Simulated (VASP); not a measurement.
A run of VASP 6.6.1:

Contents of INCAR:

```
PREC     = Accurate       # precision mode
ENCUT    = 500            # plane-wave cutoff, eV
EDIFF    = 1E-6           # SCF threshold, eV
ISMEAR   = -1             # smearing method
SIGMA    = 0.1            # smearing width, eV
LREAL    = False          # projectors in reciprocal space
LASPH    = True           # aspherical terms in the spheres
NELM     = 120            # most SCF steps
ALGO     = Normal         # electronic algorithm
ISIF     = 2              # what is computed and relaxed
LWAVE    = False          # write WAVECAR
LCHARG   = True           # write CHGCAR
GGA      = PE             # functional
LELF     = True           # ELF
LVHAR    = True         
NBANDS   = 12             # bands
GGA_COMPAT= False
```

Contents of KPOINTS:

```
regular mesh
0
Gamma
  14 14 14
```

File POSCAR:

```
Nb
1.0
   -1.6639500000      1.6639500000      1.6639500000
    1.6639500000     -1.6639500000      1.6639500000
    1.6639500000      1.6639500000     -1.6639500000
Nb
1
Direct
    0.0000000000      0.0000000000      0.0000000000
```

Potentials or basis: VASP PAW PBE potentials, release 64 (Nb_sv).

Run with:

```console
$ cat potpaw_PBE.64/Nb_sv/POTCAR > POTCAR
$ mpirun -np 1 vasp_std > vasp.out
```

Hardware: 1 thread of AMD EPYC 7R13 Processor (Zen 3), with other jobs on the host.

**Question.** Estimate the wall time of this run.

**Answer.** Run time: 18 s on 1 thread of AMD EPYC 7R13 Processor (Zen 3), with other jobs on the host, peak memory 0.12 GiB. Counts: scf iterations 12, k points 104.
